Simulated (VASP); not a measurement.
# LiFeN (P-6m2) in VASP: single point with LDA+U

Aim: the single point of LiFeN with LDA+U.

All numbers are computed with VASP 6.6.1; they aren't measurements. Logs are shortened: lines on timing, memory, paths and dates and some standing lists are left out, and cuts for length are marked.

## Step 1: The cell of the first run

Symmetry: P-6m2, No. 187, hexagonal system. Conventional cell: a = 3.163 Å, b = 3.163 Å, c = 3.984 Å, α = 90.00°, β = 90.00°, γ = 120.00°. Within 2.6 Å of Li (site symmetry -6m2) lie 2 N at 1.99 Å. Within 2.4 Å of Fe (site symmetry -6m2) lie 3 N at 1.83 Å. N (site symmetry -6m2) has 3 Fe at 1.83 Å and 2 Li at 1.99 Å within 2.4 Å.

## Step 2: Single point, LDA+U, collinear spin, ferromagnetic start

Input file INCAR:

```
SYSTEM = LiFeN
PREC = Accurate
ENCUT = 520
EDIFF = 1E-6
ISMEAR = -1
SIGMA = 0.05
LREAL = .FALSE.
LASPH = .TRUE.
NELM = 150
ALGO = Normal
ISIF = 2
LWAVE = .FALSE.
LCHARG = .TRUE.
ISPIN = 2
MAGMOM = 0 2.4 0
LORBIT = 11
LMAXMIX = 4
LDAU = .TRUE.
LDAUTYPE = 2
LDAUL = -1 2 -1
LDAUU = 0 3.5 0
LDAUJ = 0 0 0
LDAUPRINT = 1
LELF = .TRUE.
LVHAR = .TRUE.
NBANDS = 19
```

Input file KPOINTS:

```
regular mesh
0
G
  13 13 8
  0 0 0
```

Input file POSCAR:

```
LiFeN
1.0
    3.1626120000      0.0000000000      0.0000000000
   -1.5813060000      2.7389029800      0.0000000000
    0.0000000000      0.0000000000      3.9843704344
Li Fe N
1 1 1
Direct
    0.3333333333      0.6666666667      0.0000000000
    0.6666666667      0.3333333333      0.5000000000
    0.3333333333      0.6666666667      0.5000000000
```

Potentials or basis: VASP PAW LDA potentials, release 64 (Li_sv, Fe, N).

Command:

```
cat potpaw_LDA.64/Li_sv/POTCAR potpaw_LDA.64/Fe/POTCAR potpaw_LDA.64/N/POTCAR > POTCAR
mpirun -np 1 vasp_std > vasp.out
```

OUTCAR:

```text
SYSTEM = LiFeN
   PREC = Accurate
   ENCUT = 520
   EDIFF = 1E-6
   ISMEAR = -1
   LREAL = .FALSE.
   LASPH = .TRUE.
   NELM = 150
   ISIF = 2
   ISPIN = 2
   LORBIT = 11

 ion  position               nearest neighbor table
   1  0.333  0.667  0.000-   3 1.99   3 1.99   2 2.70   2 2.70   2 2.70   2 2.70   2 2.70   2 2.70

   2  0.667  0.333  0.500-   3 1.83   3 1.83   3 1.83   1 2.70   1 2.70   1 2.70   1 2.70   1 2.70
                             1 2.70
   3  0.333  0.667  0.500-   2 1.83   2 1.83   2 1.83   1 1.99   1 1.99

  LATTYP: Found a hexagonal cell.
 ALAT       =     3.1626120000
 C/A-ratio  =     1.2598353622

  Lattice vectors:

 A1 = (   3.1626120000,   0.0000000000,   0.0000000000)
 A2 = (  -1.5813060000,   2.7389029800,   0.0000000000)
 A3 = (   0.0000000000,   0.0000000000,   3.9843704344)

Analysis of symmetry for initial positions (statically):
=====================================================================
 Subroutine PRICEL returns:
 Original cell was already a primitive cell.

 Routine SETGRP: Setting up the symmetry group for a
 hexagonal supercell.

 Subroutine GETGRP returns: Found 12 space group operations
 (whereof 12 operations were pure point group operations)
 out of a pool of 24 trial point group operations.

The static configuration has the point symmetry D_3h.

Analysis of symmetry for dynamics (positions and initial velocities):
=====================================================================
 Subroutine PRICEL returns:
 Original cell was already a primitive cell.

 Routine SETGRP: Setting up the symmetry group for a
 hexagonal supercell.

 Subroutine GETGRP returns: Found 12 space group operations
 (whereof 12 operations were pure point group operations)
 out of a pool of 24 trial point group operations.

The dynamic configuration has the point symmetry D_3h.

Analysis of structural, dynamic, and magnetic symmetry:
=====================================================================
 Subroutine PRICEL returns:
 Original cell was already a primitive cell.

 Routine SETGRP: Setting up the symmetry group for a
 hexagonal supercell.

 Subroutine GETGRP returns: Found 12 space group operations
 (whereof 12 operations were pure point group operations)
 out of a pool of 24 trial point group operations.

The overall configuration has the point symmetry D_3h.

 Subroutine INISYM returns: Found 12 space group operations
 (whereof 12 operations are pure point group operations),
 and found     1 'primitive' translations

----------------------------------------------------------------------------------------

                                     Primitive cell

  volume of cell :      34.5130

  direct lattice vectors                    reciprocal lattice vectors
     3.162612000  0.000000000  0.000000000     0.316194336  0.182554842  0.000000000
    -1.581306000  2.738902980  0.000000000     0.000000000  0.365109683  0.000000000
     0.000000000  0.000000000  3.984370434     0.000000000  0.000000000  0.250980680

  length of vectors
     3.162612000  3.162612559  3.984370434     0.365109748  0.365109683  0.250980680

  position of ions in fractional coordinates (direct lattice)
     0.333333333  0.666666667  0.000000000
     0.666666667  0.333333333  0.500000000
     0.333333333  0.666666667  0.500000000

  ion indices of the primitive-cell ions
   primitive index   ion index
                 1           1
                 2           2
                 3           3

----------------------------------------------------------------------------------------

[... 74 lines left out ...]
   NFREE  =      0    steps in history (QN), initial steepest desc. (CG)
   ISIF   =      2    stress and relaxation
   ISYM   =      2    0-nonsym 1-usesym 2-fastsym
   POTIM  = 0.5000    time-step for ionic-motion
   TEBEG  =    0.0;   TEEND  =   0.0 temperature during run
   PSTRESS=    0.0 pullay stress
   NELECT =      16.0000    total number of electrons
   NUPDOWN=      -1.0000    fix difference up-down
   EMIN   =  10.00;   EMAX   =-10.00  energy-range for DOS
   EFERMI =   0.00;   METHOD = LEGACY
   ISMEAR =    -1;   SIGMA  =   0.05  broadening in eV -4-tet -1-fermi 0-gaus
   EFERMI_NEDOS =   21; number of points for ismear=-14 and -15
   IALGO  =     38    algorithm
   IMIX   =      4    mixing-type and parameters
     AMIX     =   0.40;   BMIX     =  1.00
     AMIX_MAG =   1.60;   BMIX_MAG =  1.00
  volume/ion in A,a.u.               =      11.50        77.63
  Fermi-wavevector in a.u.,A,eV,Ry     =   1.267031  2.394342 21.842368  1.605369
  Thomas-Fermi vector in A             =   2.400201
   LORBIT       =     11    0 simple, 1 ext, 2 COOP (PROOUT), +10 PAW based schemes
 LDA+U is selected, type is set to LDAUTYPE =  2
   angular momentum for each species LDAUL =    -1    2   -1
   U (eV)           for each species LDAUU =   0.0  3.5  0.0
   J (eV)           for each species LDAUJ =   0.0  0.0  0.0
   GGA     = CA    functional components
   LHFCALC =     F    Hartree Fock is set to
   AEXX    =    0.0000 exact exchange contribution
   IVDW    =     0    specifies the selected vdW correction
   LEPSILON=     F    determine dielectric tensor
   LRPA    =     F    only Hartree local field effects (RPA)
 spin polarized calculation
  energy-cutoff  :      520.00
  volume of cell :       34.51
 maximum number of plane-waves:       942
 NGX is ok and might be reduce to    24
   NGX = 11   NGY = 11   NGZ = 15

atom =   2  type =  2  l = 2

 onsite density matrix

spin component  1

  0.9420 -0.0000  0.0000 -0.0000  0.0000
 -0.0000  0.9586 -0.0000 -0.0000 -0.0000
  0.0000 -0.0000  0.8837  0.0000  0.0000
 -0.0000 -0.0000  0.0000  0.9586 -0.0000
  0.0000 -0.0000  0.0000 -0.0000  0.9420

spin component  2

  0.3435  0.0000  0.0000  0.0000  0.0000
  0.0000  0.1074  0.0000  0.0000  0.0000
  0.0000  0.0000  0.7714 -0.0000  0.0000
  0.0000  0.0000 -0.0000  0.1074 -0.0000
  0.0000  0.0000  0.0000 -0.0000  0.3435

 occupancies and eigenvectors

  o =  0.1074  v =  0.0000  0.0000  0.0000  0.0000  0.0000  0.0000  0.0000  0.0000 -1.0000 -0.0000      0.0000  0.0000  0.0000  0.0000  0.0000  0.0000  0.0000  0.0000  0.0000  0.0000
  o =  0.1074  v =  0.0000  0.0000  0.0000  0.0000  0.0000  0.0000 -1.0000  0.0000 -0.0000  0.0000      0.0000  0.0000  0.0000  0.0000  0.0000  0.0000  0.0000  0.0000  0.0000  0.0000
  o =  0.3435  v =  0.0000  0.0000  0.0000  0.0000  0.0000 -0.0055  0.0000 -0.0000 -0.0000  1.0000      0.0000  0.0000  0.0000  0.0000  0.0000  0.0000  0.0000  0.0000  0.0000  0.0000
  o =  0.3435  v =  0.0000  0.0000  0.0000  0.0000  0.0000 -1.0000 -0.0000  0.0000 -0.0000 -0.0055      0.0000  0.0000  0.0000  0.0000  0.0000  0.0000  0.0000  0.0000  0.0000  0.0000
  o =  0.7714  v =  0.0000  0.0000  0.0000  0.0000  0.0000 -0.0000 -0.0000 -1.0000 -0.0000 -0.0000      0.0000  0.0000  0.0000  0.0000  0.0000  0.0000  0.0000  0.0000  0.0000  0.0000
  o =  0.8837  v =  0.0000 -0.0000  1.0000 -0.0000 -0.0000  0.0000  0.0000  0.0000  0.0000  0.0000      0.0000  0.0000  0.0000  0.0000  0.0000  0.0000  0.0000  0.0000  0.0000  0.0000
  o =  0.9420  v =  1.0000  0.0000  0.0000  0.0000  0.0000  0.0000  0.0000  0.0000  0.0000  0.0000      0.0000  0.0000  0.0000  0.0000  0.0000  0.0000  0.0000  0.0000  0.0000  0.0000
  o =  0.9420  v =  0.0000 -0.0000  0.0000  0.0000  1.0000  0.0000  0.0000  0.0000  0.0000  0.0000      0.0000  0.0000  0.0000  0.0000  0.0000  0.0000  0.0000  0.0000  0.0000  0.0000
  o =  0.9586  v =  0.0000  0.0000  0.0000  1.0000 -0.0000  0.0000  0.0000  0.0000  0.0000  0.0000      0.0000  0.0000  0.0000  0.0000  0.0000  0.0000  0.0000  0.0000  0.0000  0.0000
  o =  0.9586  v =  0.0000  1.0000  0.0000 -0.0000  0.0000  0.0000  0.0000  0.0000  0.0000  0.0000      0.0000  0.0000  0.0000  0.0000  0.0000  0.0000  0.0000  0.0000  0.0000  0.0000

 number of electron      16.0000007 magnetization       3.2838893

 Free energy of the ion-electron system (eV)
  ---------------------------------------------------
  ext. energy  EPLUGINS =         0.00000000
  ---------------------------------------------------
  free energy    TOTEN  =       -18.21782488 eV

  energy without entropy =      -18.20993064  energy(sigma->0) =      -18.21387776

 E-fermi :   4.0034     XC(G=0): -10.5099

 val. band max:        3.9713654622   @ k =   0.3846   0.1538   0.3750
 cond. band min:       4.0108235898   @ k =   0.2308   0.2308   0.3750
 fundamental gap:      0.0394581276
 Fermi energy:         4.0033589152

 spin component 1

 k-point     1 :       0.0000    0.0000    0.0000
  band No.  band energies     occupation
      1     -40.8667      1.00000
      2     -11.8188      1.00000
      3      -3.6314      1.00000
      4      -3.6314      1.00000
      5      -0.7510      1.00000
      6      -0.6091      1.00000
[... 1049 lines left out ...]
     18      21.0416      0.00000
     19      22.4657      0.00000

 [... further k-points ...]

------------------------ aborting loop because EDIFF is reached ----------------------------------------

  FORCE on cell =-STRESS in cart. coord.  units (eV):
  Direction    XX          YY          ZZ          XY          YZ          ZX
  --------------------------------------------------------------------------------------
  -------------------------------------------------------------------------------------
  Total        2.4339585      2.4339596     -0.1007150     -0.0000000      0.0000000     -0.0000000
  in kB      112.9903814    112.9904347     -4.6754388     -0.0000000      0.0000000     -0.0000000
  external PRESSURE =      73.7684591 kB  Pullay stress =       0.0000000 kB

 VOLUME and BASIS-vectors are now :
 -----------------------------------------------------------------------------
  energy-cutoff  :      520.00
  volume of cell :       34.51
      direct lattice vectors                 reciprocal lattice vectors
     3.162612000  0.000000000  0.000000000     0.316194336  0.182554842  0.000000000
    -1.581306000  2.738902980  0.000000000     0.000000000  0.365109683  0.000000000
     0.000000000  0.000000000  3.984370434     0.000000000  0.000000000  0.250980680

 POSITION                                       TOTAL-FORCE (eV/Angst)
 -----------------------------------------------------------------------------------
     -0.00000      1.82594      0.00000        -0.000000      0.000000      0.000000
      1.58131      0.91297      1.99219         0.000000      0.000000      0.000000
     -0.00000      1.82594      1.99219        -0.000000     -0.000000      0.000000
 -----------------------------------------------------------------------------------
    total drift:                                0.000000      0.000008      0.000000

  FREE ENERGIE OF THE ION-ELECTRON SYSTEM (eV)
  ---------------------------------------------------
  free  energy   TOTEN  =       -18.2178248756 eV

  energy  without entropy=      -18.2099306442  energy(sigma->0) =      -18.21387776

 total charge

# of ion       s       p       d       tot
------------------------------------------
    1        2.034   0.097   0.000   2.130
    2        0.531   0.664   6.322   7.517
    3        1.242   2.485   0.000   3.727
--------------------------------------------------
tot          3.807   3.245   6.322  13.374

 magnetization (x)

# of ion       s       p       d       tot
------------------------------------------
    1       -0.001  -0.002   0.000  -0.003
    2        0.040   0.086   3.008   3.134
    3        0.008   0.085   0.000   0.094
--------------------------------------------------
tot          0.048   0.169   3.008   3.225
```

It took 58 s on 1 thread of Intel Xeon Platinum 8488C (Sapphire Rapids), shared host; peak memory 0.22 GiB.

Results:

| Property | Result |
| --- | --- |
| Free energy | -18.2178 eV |
| Net moment | 3.28 μB per cell |
| Site moments | Li -0.00; Fe +3.13; N +0.09 μB |
| Valence electrons inside the program's atomic spheres | Li 2.13; Fe 7.52; N 3.73 |

Levels at points of the mesh, in eV from the Fermi level:
Spin up:
```
           k point  band 8  band 9  band 10  band 11  band 12  band 13
(0.00, 0.00, 0.00)   -4.56    0.89     1.79     1.79     8.46     9.05
(0.00, 0.00, 0.50)   -3.69    1.86     1.86     2.48     4.19    11.49
```
Spin down:
| k point | band 4 | band 5 | band 6 | band 7 | band 8 | band 9 |
| --- | --- | --- | --- | --- | --- | --- |
| (0.00, 0.00, 0.00) | -5.07 | -4.41 | -3.16 | 1.32 | 1.32 | 1.94 |
| (0.00, 0.00, 0.50) | -5.03 | -5.03 | -1.49 | 1.19 | 1.19 | 2.59 |

Eigenvalues of the final occupation matrices:
```tsv
site	spin	trace	eigenvalues
site 2 d	1	4.68	0.88 0.94 0.94 0.96 0.96
site 2 d	2	1.67	0.11 0.11 0.34 0.34 0.77
```

Caveat: the cutoff is under 1.25 times the usual one of these potentials, so pressure, stress and relaxed cells hold a basis-set (Pulay) error; a cell with one magnetic atom can't hold antiferromagnetic order, which such compounds often take.
